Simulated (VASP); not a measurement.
# Te2Pt (P-3m1) in VASP: a series of runs, part 2 of 2

VASP 6.6.1.

## Step 5: Single point, PBE, collinear spin (28.17 Å³/atom)

This run uses another cell than the first one, of 28.17 Å³/atom.

The input, INCAR:

```
SYSTEM = Te2Pt
ALGO = Normal
EDIFF = 1E-6
ENCUT = 500
GGA = PE
GGA_COMPAT = .False.
ISIF = 2
ISMEAR = 0
ISPIN = 2
LASPH = .True.
LCHARG = .False.
LMAXMIX = 4
LORBIT = 11
LREAL = .False.
LWAVE = .False.
MAGMOM = 0 0 0.062
NBANDS = 22
NELM = 200
NUPDOWN = 0.0625
PREC = Accurate
SIGMA = 0.15
```

The input, KPOINTS:

```
k-points
0
Gamma
  12 12 8
  0 0 0
```

The input, POSCAR:

```
Te2Pt
1.0
    4.1991571964      0.0000000000      0.0000000000
   -2.0995785982      3.6365768066      0.0000000000
    0.0000000000      0.0000000000      5.5341790286
Te Pt
2 1
Direct
    0.3333333333      0.6666666667      0.2528728645
    0.6666666667      0.3333333333      0.7471271355
    0.0000000000      0.0000000000      0.0000000000
```

Potentials or basis: VASP PAW PBE potentials, release 64 (Te, Pt).

Started as:

```bash
$ cat potpaw_PBE.64/Te/POTCAR potpaw_PBE.64/Pt/POTCAR > POTCAR
$ mpirun -np 1 vasp_std > vasp.out
```

OUTCAR:

```text
SYSTEM = Te2Pt
   EDIFF = 1E-6
   ENCUT = 500
   GGA = PE
   ISIF = 2
   ISMEAR = 0
   ISPIN = 2
   LASPH = .True.
   LORBIT = 11
   LREAL = .False.
   NELM = 200
   NUPDOWN = 0.0625
   PREC = Accurate

 ion  position               nearest neighbor table
   1  0.333  0.667  0.253-   3 2.80   3 2.80   3 2.80   2 3.66   2 3.66   2 3.66
   2  0.667  0.333  0.747-   3 2.80   3 2.80   3 2.80   1 3.66   1 3.66   1 3.66
   3  0.000  0.000  0.000-   1 2.80   2 2.80   2 2.80   1 2.80   2 2.80   1 2.80

  LATTYP: Found a hexagonal cell.
 ALAT       =     4.1991571964
 C/A-ratio  =     1.3179261385

  Lattice vectors:

 A1 = (   4.1991571964,   0.0000000000,   0.0000000000)
 A2 = (  -2.0995785982,   3.6365768066,   0.0000000000)
 A3 = (   0.0000000000,   0.0000000000,   5.5341790286)

Analysis of symmetry for initial positions (statically):
=====================================================================
 Subroutine PRICEL returns:
 Original cell was already a primitive cell.

[... 1401 lines left out ...]
------------------------ aborting loop because EDIFF is reached ----------------------------------------

  FORCE on cell =-STRESS in cart. coord.  units (eV):
  Direction    XX          YY          ZZ          XY          YZ          ZX
  --------------------------------------------------------------------------------------
  -------------------------------------------------------------------------------------
  Total       -3.5938610     -3.5938610     -2.5713832     -0.0000000     -0.0000000      0.0000000
  in kB      -68.1339802    -68.1339802    -48.7494007     -0.0000000     -0.0000000      0.0000000
  external PRESSURE =     -61.6724537 kB  Pullay stress =       0.0000000 kB

 VOLUME and BASIS-vectors are now :
 -----------------------------------------------------------------------------
  energy-cutoff  :      500.00
  volume of cell :       84.51
      direct lattice vectors                 reciprocal lattice vectors
     4.199157196  0.000000000  0.000000000     0.238143026  0.137491940  0.000000000
    -2.099578598  3.636576807  0.000000000     0.000000000  0.274983880  0.000000000
     0.000000000  0.000000000  5.534179029     0.000000000  0.000000000  0.180695275

 POSITION                                       TOTAL-FORCE (eV/Angst)
 -----------------------------------------------------------------------------------
     -0.00000      2.42438      1.39944         0.000000     -0.000000     -0.649314
      2.09958      1.21219      4.13474        -0.000000      0.000000      0.649314
      0.00000      0.00000      0.00000        -0.000000      0.000000      0.000000
 -----------------------------------------------------------------------------------
    total drift:                                0.000000     -0.000000      0.000000

  FREE ENERGIE OF THE ION-ELECTRON SYSTEM (eV)
  ---------------------------------------------------
  free  energy   TOTEN  =       -13.4378375603 eV

  energy  without entropy=      -13.4225633660  energy(sigma->0) =      -13.43020046

 total charge

# of ion       s       p       d       tot
------------------------------------------
    1        1.400   1.812   0.049   3.261
    2        1.400   1.812   0.049   3.261
    3        0.619   0.510   8.022   9.151
--------------------------------------------------
tot          3.420   4.135   8.119  15.674

 magnetization (x)

# of ion       s       p       d       tot
------------------------------------------
    1        0.001   0.010   0.000   0.011
    2        0.001   0.010   0.000   0.011
    3        0.000   0.001   0.019   0.020
--------------------------------------------------
tot          0.003   0.020   0.020   0.043
```

OSZICAR:

```text
N       E                     dE             d eps       ncg     rms          rms(c)
DAV:   1     0.942423256196E+02    0.94242E+02   -0.83461E+03 11568   0.788E+02
DAV:   2    -0.907676008813E+01   -0.10332E+03   -0.98203E+02 13678   0.160E+02
DAV:   3    -0.137513535780E+02   -0.46746E+01   -0.46309E+01 14174   0.329E+01
DAV:   4    -0.138164481251E+02   -0.65095E-01   -0.65082E-01 13960   0.433E+00
DAV:   5    -0.138177971939E+02   -0.13491E-02   -0.13491E-02 14336   0.574E-01    0.105E+01
DAV:   6    -0.136053820375E+02    0.21242E+00   -0.19672E+00 12932   0.101E+01    0.708E+00
DAV:   7    -0.134617264546E+02    0.14366E+00   -0.43382E-01 12284   0.546E+00    0.348E+00
DAV:   8    -0.134385577252E+02    0.23169E-01   -0.63067E-02 14168   0.156E+00    0.775E-01
DAV:   9    -0.134377734704E+02    0.78425E-03   -0.43267E-03 13358   0.457E-01    0.465E-01
DAV:  10    -0.134378708545E+02   -0.97384E-04   -0.10394E-03 13800   0.173E-01    0.109E-01
DAV:  11    -0.134378409978E+02    0.29857E-04   -0.82387E-05 13970   0.616E-02    0.681E-02
DAV:  12    -0.134378345301E+02    0.64676E-05   -0.24335E-05 13838   0.304E-02    0.336E-02
DAV:  13    -0.134378375554E+02   -0.30253E-05   -0.40822E-06 13112   0.106E-02    0.137E-02
DAV:  14    -0.134378375603E+02   -0.48669E-08   -0.64368E-07 11880   0.415E-03
   1 F= -.13437838E+02 E0= -.13430200E+02  d E =-.152742E-01  mag=     0.0625
```

stdout:

```text
POSCAR found type information on POSCAR TePt
 POSCAR found :  2 types and       3 ions
 scaLAPACK will be used
 LDA part: xc-table for (Slater+PW92), standard interpolation
 POSCAR, INCAR and KPOINTS ok, starting setup
 FFT: planning ... GRIDC
 FFT: planning ... GRID_SOFT
 FFT: planning ... GRID
 WAVECAR not read
 entering main loop
```

Run time: 3.7 min. Hardware: 1 thread of Intel Xeon Platinum 8488C (Sapphire Rapids), shared host; peak memory 0.48 GiB.

Results:

- Free energy: -13.4378 eV
- Pressure: -6.2 GPa
- Largest force: 0.649 eV/Å
- Net moment: 0.06 μB per cell
- Valence electrons inside the program's atomic spheres: Te 3.26; Pt 9.15

Forces on the atoms (eV/Å):
```
Te   0.000  0.000 -0.649
Te   0.000  0.000  0.649
Pt   0.000  0.000  0.000
```

Caveat: the cell stands under tension; the total moment is fixed, so each spin has its own Fermi level.

## Step 6: Single point, PBE, collinear spin (30.34 Å³/atom)

This run uses another cell than the first one, of 30.34 Å³/atom.

The input, INCAR:

```
ALGO = Normal
EDIFF = 1E-6
ENCUT = 500
GGA = PE
GGA_COMPAT = False
ISIF = 2
ISMEAR = 0
ISPIN = 2
LASPH = True
LCHARG = False
LMAXMIX = 4
LORBIT = 11
LREAL = False
LWAVE = False
MAGMOM = 0 0 0.5
NBANDS = 22
NELM = 200
NUPDOWN = 0.5
PREC = Accurate
SIGMA = 0.15
```

The input, KPOINTS:

```
k-points
0
Gamma
  12 12 8
```

The input, POSCAR:

```
Te2Pt
1.0
    4.3041829986      0.0000000000      0.0000000000
   -2.1520914993      3.7275318194      0.0000000000
    0.0000000000      0.0000000000      5.6725952786
Te Pt
2 1
Direct
    0.3333333333      0.6666666667      0.2528728645
    0.6666666667      0.3333333333      0.7471271355
    0.0000000000      0.0000000000      0.0000000000
```

Potentials or basis: VASP PAW PBE potentials, release 64 (Te, Pt).

Started as:

```bash
$ cat potpaw_PBE.64/Te/POTCAR potpaw_PBE.64/Pt/POTCAR > POTCAR
$ mpirun -np 1 vasp_std > vasp.out
```

It took 2.7 min on 1 thread of Intel Xeon 6975P-C (Granite Rapids), shared host; peak memory 0.5 GiB.

The run converged. Its results:

| Item | Value |
| --- | --- |
| Free energy | -13.0320 eV |
| Pressure | -9.5 GPa |
| Largest force | 1.010 eV/Å |
| Net moment | 0.50 μB per cell |
| Site moments | Te +0.10; Pt +0.14 μB |
| Valence electrons inside the program's atomic spheres | Te 3.23; Pt 9.02 |

Forces in eV/Å, atoms in the order of the input:
```
Te   0.000  0.000 -1.010
Te   0.000  0.000  1.010
Pt   0.000  0.000  0.000
```

Stress tensor (GPa, compression positive):
```
-10.53   0.00   0.00
  0.00 -10.53   0.00
  0.00   0.00  -7.57
```

Caveat: the cell stands under tension; the total moment is fixed, so each spin has its own Fermi level; forces of over 1 eV/Å act on the atoms, so gaps and moduli don't describe the material at rest.

## Step 7: Single point, PBE, collinear spin (32.50 Å³/atom)

This run uses another cell than the first one, of 32.50 Å³/atom.

Edit INCAR of step 6 so:

```diff
@@ -14,6 +14,6 @@
 LWAVE = False
-MAGMOM = 0 0 0.5
+MAGMOM = 0 0 0.188
 NBANDS = 22
 NELM = 200
-NUPDOWN = 0.5
+NUPDOWN = 0.1875
 PREC = Accurate
```

KPOINTS is that of step 6.

The input, POSCAR:

```
Te2Pt
1.0
    4.4043192034      0.0000000000      0.0000000000
   -2.2021596017      3.8142523165      0.0000000000
    0.0000000000      0.0000000000      5.8045674002
Te Pt
2 1
Direct
    0.3333333333      0.6666666667      0.2528728645
    0.6666666667      0.3333333333      0.7471271355
    0.0000000000      0.0000000000      0.0000000000
```

Started as:

```bash
$ cat potpaw_PBE.64/Te/POTCAR potpaw_PBE.64/Pt/POTCAR > POTCAR
$ mpirun -np 1 vasp_std > vasp.out
```

Run time: 8.1 min. Hardware: 1 thread of Intel Xeon Platinum 8259CL at 2.50GHz (Skylake/Cascade Lake), shared host; peak memory 0.52 GiB.

The run converged. Its results:

```yaml
Free_energy: -12.6632 eV
Pressure: -11.7 GPa
Largest_force: 1.372 eV/Å
Net_moment: 0.19 μB per cell
Site_moments: Te +0.04; Pt +0.06 μB
Valence_electrons_inside_the_program's_atomic_spheres: Te 3.20; Pt 8.91
```

Forces on the atoms (eV/Å):
```
Te   0.000  0.000 -1.372
Te   0.000  0.000  1.372
Pt   0.000  0.000  0.000
```

Stress tensor (GPa, compression positive):
```
-12.89   0.00   0.00
  0.00 -12.89   0.00
  0.00   0.00  -9.30
```

Caveat: the cell stands under tension; this functional lacks dispersion, which binds the layers, so the pressure and a relaxed spacing across them are unreliable; the total moment is fixed, so each spin has its own Fermi level; forces of over 1 eV/Å act on the atoms, so gaps and moduli don't describe the material at rest.

## Step 8: Summary

```tsv
fixed moment (μB)	cell	pressure (GPa)	moment (μB)	largest force (eV/Å)
0.375	a = 4.089, b = 4.089, c = 5.388 Å, angles 90.0, 90.0, 120.0°, 3 atoms	-0.1	0.38	0.05
0.4375	a = 4.304, b = 4.304, c = 5.673 Å, angles 90.0, 90.0, 120.0°, 3 atoms	-9.6	0.44	1.03
0.0625	a = 4.089, b = 4.089, c = 5.388 Å, angles 90.0, 90.0, 120.0°, 3 atoms	-0.2	0.06	-
0.0625	a = 4.199, b = 4.199, c = 5.534 Å, angles 90.0, 90.0, 120.0°, 3 atoms	-6.2	0.06	0.65
0.5	a = 4.304, b = 4.304, c = 5.673 Å, angles 90.0, 90.0, 120.0°, 3 atoms	-9.5	0.50	1.01
0.1875	a = 4.404, b = 4.404, c = 5.805 Å, angles 90.0, 90.0, 120.0°, 3 atoms	-11.7	0.19	1.37
```

Alike in all rows: task single point; level PBE; potentials or basis VASP PAW PBE potentials, release 64 (Te, Pt); spin collinear; k mesh 12 × 12 × 8; cutoff (eV) 500; smearing gaussian 0.15 eV.

Caveats: the total moment is fixed, so each spin has its own Fermi level; the cell stands under tension (at least some runs); forces of over 1 eV/Å act on the atoms, so gaps and moduli don't describe the material at rest (at least some runs); this functional lacks dispersion, which binds the layers, so the pressure and a relaxed spacing across them are unreliable (at least some runs).

Absolute energies hang on the potentials; compare differences alone.
